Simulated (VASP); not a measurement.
## Ga2SbP3: relaxation of cell and atoms with PBE

The system is Ga2SbP3.

```
CELL_PARAMETERS angstrom
3.52317 0.00000 0.00000
0.00000 3.52317 0.00000
0.00000 0.00000 11.77727
ATOMIC_POSITIONS crystal
Ga 0.50000 0.50000 0.84736
Ga 0.50000 0.50000 0.15264
Sb 0.50000 0.50000 0.50000
P 0.00000 0.00000 0.00000
P 0.00000 0.00000 0.71455
P 0.00000 0.00000 0.28545
```

The cell was generated, and may not be a known phase.

| Item | Value |
| --- | --- |
| Program | VASP 6.6.1 |
| Task | relaxation of cell and atoms |
| Functional | PBE |
| Potentials or basis | VASP PAW PBE potentials, release 64 (Ga_d, Sb, P) |
| Cutoff | 600 eV |
| k mesh | 6 × 6 × 2 |
| Occupations | gaussian, width 0.1 eV |
| Spin | no spin polarisation |
| Dipole correction | no |
| Further INCAR settings | ALGO = Normal; EDIFF = 1e-06; IBRION = 2; EDIFFG = -0.04; NSW = 90; ISIF = 3 |

- Relaxed volume: 17.96 Å³/atom
- Relaxed cell: a = 3.400 Å, b = 3.400 Å, c = 9.321 Å, α = 90.00°, β = 90.00°, γ = 90.00°
- Space group after relaxing (to 0.1 Å): P4/mmm (No. 123)
- Energy gained by relaxing: 341.7 meV/atom
- Ionic steps: 16
- Pressure after relaxing: 0.0 GPa
- Largest force after relaxing: 0.028 eV/Å
- Band gap on the k mesh: zero (bands 23 and 24 overlap by 3.33 eV)

Forces in eV/Å, atoms in the order of the input:
```
Ga   0.000  0.000 -0.028
Ga   0.000  0.000  0.028
Sb   0.000  0.000  0.000
P    0.000  0.000  0.000
P    0.000  0.000  0.012
P    0.000  0.000 -0.012
```

Step by step:
```
step  energy change (eV)  largest force (eV/Å)  pressure (GPa)  volume (Å³)
   1              0.0000                0.3161          -11.31       146.19
   2             -1.7098                0.0695           -2.16       112.73
   3             -1.7350                0.1646           -0.04       109.42
   4             -1.7347                0.1872            0.40       108.76
   5             -1.7912                0.1748            0.68       108.16
   6             -1.9048                0.2142            1.11       106.71
   7             -1.9403                0.2619            4.05       102.99
   8             -1.9608                0.2367            1.83       105.56
   9             -2.0004                0.2745            2.75       104.33
  10             -2.0278                0.1913           -0.12       108.06
  11             -2.0309                0.2172            0.61       107.08
  12             -2.0394                0.1898            0.01       107.77
  13             -2.0412                0.1674           -0.37       108.27
  14             -2.0449                0.1302           -0.13       107.91
  15             -2.0477                0.0733            0.30       107.31
  16             -2.0504                0.0283           -0.02       107.76
```

Final structure:
```cif
data_structure
_symmetry_space_group_name_H-M 'P 1'
_symmetry_Int_Tables_number 1
_cell_length_a 3.4000
_cell_length_b 3.4000
_cell_length_c 9.3214
_cell_angle_alpha 90.000
_cell_angle_beta 90.000
_cell_angle_gamma 90.000
_cell_volume 107.76
loop_
_atom_site_label
_atom_site_type_symbol
_atom_site_fract_x
_atom_site_fract_y
_atom_site_fract_z
_atom_site_occupancy
Ga1 Ga 0.50000 0.50000 0.83854 1
Ga2 Ga 0.50000 0.50000 0.16146 1
Sb1 Sb 0.50000 0.50000 0.50000 1
P1 P 0.00000 0.00000 0.00000 1
P2 P 0.00000 0.00000 0.71086 1
P3 P 0.00000 0.00000 0.28914 1
```

Levels at points of the mesh, in eV from the Fermi level:
| k point | band 19 | band 20 | band 21 | band 22 | band 23 | band 24 | band 25 | band 26 | band 27 |
| --- | --- | --- | --- | --- | --- | --- | --- | --- | --- |
| (0.00, 0.00, 0.00) | -0.75 | -0.72 | -0.72 | 0.00 | 0.12 | 0.12 | 0.79 | 3.30 | 3.64 |
| (0.50, 0.00, 0.00) | -3.37 | -1.91 | -0.04 | 0.71 | 1.46 | 1.79 | 2.62 | 3.26 | 3.56 |
| (0.50, 0.50, 0.00) | -4.53 | -4.20 | -3.91 | -3.91 | -2.88 | -1.32 | -0.18 | -0.18 | 0.66 |
| (0.00, 0.00, 0.50) | -1.54 | -1.31 | -1.31 | -0.06 | 0.90 | 0.90 | 1.53 | 2.13 | 2.77 |
| (0.50, 0.00, 0.50) | -1.13 | -1.07 | 0.01 | 0.58 | 0.89 | 0.98 | 1.57 | 2.83 | 3.49 |
| (0.50, 0.50, 0.50) | -5.24 | -3.51 | -2.93 | -2.40 | -2.40 | -1.87 | -1.87 | -1.78 | 0.01 |

It took 28 min on 1 thread of Intel Xeon 8259CL (shared host), peak memory 0.35 GiB.

Caveat: the volume moved by over 15 % at a fixed basis, so the end points are rough; the highest band is partly filled, so the run has too few bands; spin-orbit coupling is left out, which moves the levels of the heavy elements.
